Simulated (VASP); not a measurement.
Cd2SO: single point with r2SCAN

Crystal: Cd2SO.

```
O Cd S
1.0
     3.95777    0.00000    0.00000
     0.00000    3.95777    0.00000
     0.00000    0.00000    5.34040
O Cd S
1 2 1
Direct
  0.00000 0.00000 0.00000
  0.00000 0.50000 0.79685
  0.50000 0.00000 0.20315
  0.50000 0.50000 0.50000
```

```json
{
  "Program": "VASP 6.6.1",
  "Task": "single point",
  "Functional": "r2SCAN",
  "Potentials or basis": "VASP PAW PBE potentials, release 64 (O, Cd, S)",
  "Cutoff": "520 eV",
  "k mesh": "6 × 6 × 4",
  "Occupations": "fermi-dirac, width 0.02 eV",
  "Spin": "no spin polarisation",
  "Dipole correction": "no",
  "Further INCAR settings": "ALGO = Normal; EDIFF = 1e-06; NBANDS = 26"
}
```

The pressure is -1.6 GPa, the largest force is 0.065 eV/Å and the band gap on the k mesh is 0.33 eV.

Forces on the atoms (eV/Å):
```
O    0.000  0.000  0.000
Cd   0.000  0.000 -0.065
Cd   0.000  0.000  0.065
S    0.000  0.000  0.000
```

Stress tensor (GPa, compression positive):
```
-1.65  0.00  0.00
 0.00 -1.65  0.00
 0.00  0.00 -1.57
```

Levels at points of the mesh, in eV from the valence-band top:
```
           k point  band 14  band 15  band 16  band 17  band 18  band 19  band 20  band 21  band 22  band 23
(0.00, 0.00, 0.00)    -1.99    -1.99    -0.09     0.00     0.00     0.33     4.83     5.86     9.15     9.15
(0.50, 0.00, 0.00)    -3.18    -1.90    -1.59    -1.30    -0.26     4.04     4.46     6.48     6.63     8.58
(0.50, 0.50, 0.00)    -3.57    -1.94    -1.63    -1.63    -1.50     3.87     4.50     5.97     5.97     8.06
(0.00, 0.00, 0.50)    -1.52    -1.52    -1.45    -0.43    -0.43     3.06     4.24     6.39     7.35     8.37
(0.50, 0.00, 0.50)    -3.86    -1.29    -0.72    -0.72    -0.22     2.61     5.06     6.21     8.48     8.58
(0.50, 0.50, 0.50)    -3.53    -2.40    -2.11    -1.94    -1.94     5.53     5.53     5.79     6.76     8.45
```

Run time: 5 min on 1 thread of Intel Xeon 8259CL, on a shared host, peak memory 0.23 GiB.

Caveat: the PAW data sets were made with another functional, which shifts forces and pressure a little.
